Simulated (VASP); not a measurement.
Crystal: MnO.

```
Mn O
1.0
     0.00000    2.25317    2.25317
     2.25317    0.00000    2.25317
     2.25317    2.25317    0.00000
Mn O
1 1
Direct
  0.00000 0.00000 0.00000
  0.50000 0.50000 0.50000
```

Base run:

- Program: VASP 6.6.1
- Functional: r2SCAN
- Potentials or basis: VASP PAW PBE potentials, release 64 (Mn_pv, O)
- Cutoff: 520 eV
- k mesh: 10 × 10 × 10
- Occupations: fermi-dirac, width 0.05 eV
- Spin: collinear spin, ferromagnetic start
- Starting moments: [4.0, 0.0] μB

Its results: pressure -5.6 GPa; net moment 5.00 μB per cell; site moments Mn +4.55; O +0.22 μB.

Q: The run is repeated on the same cell with these changes: functional from r2SCAN to revPBE. What comes out?

A: Pressure -0.1 GPa; net moment 4.89 μB per cell; site moments Mn +4.43; O +0.20 μB.

Caveats: the PAW data sets were made with another functional, which shifts forces and pressure a little; a cell with one magnetic atom can't hold antiferromagnetic order, which such compounds often take.
